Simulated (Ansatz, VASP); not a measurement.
# Ta in VASP and in Ansatz

```
CELL_PARAMETERS angstrom
-1.64241 1.64241 1.64241
1.64241 -1.64241 1.64241
1.64241 1.64241 -1.64241
ATOMIC_POSITIONS crystal
Ta 0.00000 0.00000 0.00000
```

Alike in both runs: functional PBE; dispersion D3(BJ); k mesh 18 × 18 × 18; occupations gaussian, width 0.1 eV; no spin polarisation.

Ansatz relaxed the structure, and its values are those at the end. VASP's run is a single point on that final structure, the one shown.

|  | VASP | Ansatz |
| --- | --- | --- |
| version | VASP 6.6.1 | Ansatz 0.2.0 |
| potentials or method | VASP PAW PBE potentials, release 64 (Ta_pv), cutoff 520 eV | scalar-relativistic, plane waves, PAW |
| valence electrons in the cell | 11 | 13 |

Ansatz gave:

```
gap on the k mesh at the Fermi level (eV) : none
pressure (GPa)                            : 0.0
```

Problem. What did VASP give for the same quantities?

Solution. gap on the k mesh at the Fermi level (eV): none; pressure (GPa): 0.2.

A gap of «none» marks a metal or a gap that the smearing closes. VASP's potentials hold 11 valence electrons a cell and Ansatz's 13, so a difference there can come from the potentials and not from the codes.

Spin-orbit coupling is off throughout.
